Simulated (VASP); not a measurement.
Set up this calculation in VASP 6.6.1, as the native input.

- Task: relaxation of cell and atoms
- Functional: PBE
- Potentials or basis: VASP PAW PBE potentials, release 64 (Sn_d, H)
- Cutoff: 600 eV
- k mesh: 18 × 18 × 14
- Occupations: gaussian, width 0.1 eV
- Spin: no spin polarisation
- Dipole correction: no
- Further INCAR settings: ALGO = Normal; EDIFF = 1e-06; IBRION = 2; EDIFFG = -0.01; NSW = 100; ISIF = 3

The structure of SnH lies in POSCAR:

```
SnH
1.0
    3.0038556300      0.0000000000      0.0000000000
    0.0000000000      3.0038556300      0.0000000000
    0.0000000000      0.0000000000      3.9596091600
Sn H
1 1
Direct
    0.5000000000      0.5000000000      0.5000000000
    0.0000000000      0.0000000000      0.0000000000
```

The cell was generated, and may not be a known phase.

These files were run (other wordings do the same):

INCAR

```
PREC = Accurate ; ENCUT = 600
EDIFF = 1E-6 ; ISMEAR = 0
SIGMA = 0.1 ; LREAL = F
LASPH = T ; NELM = 60
ALGO = Normal ; ISIF = 3
LWAVE = F ; LCHARG = F
GGA = PE ; IBRION = 2
NSW = 100 ; EDIFFG = -0.01
```

KPOINTS

```
Automatic mesh
0
Gamma
  18 18 14
```

Potentials or basis: VASP PAW PBE potentials, release 64 (Sn_d, H).

Launch:

```sh
$ cat potpaw_PBE.64/Sn_d/POTCAR potpaw_PBE.64/H/POTCAR > POTCAR
$ mpirun -np 1 vasp_std > vasp.out
```

Results of the run:

```
Relaxed volume                        : 15.36 Å³/atom
Relaxed cell                          : a = 3.130 Å, b = 3.130 Å, c = 3.135 Å, α = 90.00°, β = 90.00°, γ = 90.00°
Space group after relaxing (to 0.1 Å) : Pm-3m (No. 221)
Energy gained by relaxing             : 124.6 meV/atom
Ionic steps                           : 10
Pressure after relaxing               : 0.0 GPa
Band gap on the k mesh                : zero (an odd number of electrons rules out a gap without spin polarisation)
```

Caveat: a cell axis changed by over 15 % at a fixed basis, so the end point is rough; spin-orbit coupling is left out, which moves the levels of the heavy elements.

It took 6 min on 1 thread of Intel(R) Xeon(R) Platinum 8488C (Sapphire Rapids), on a shared host, peak memory 0.36 GiB.
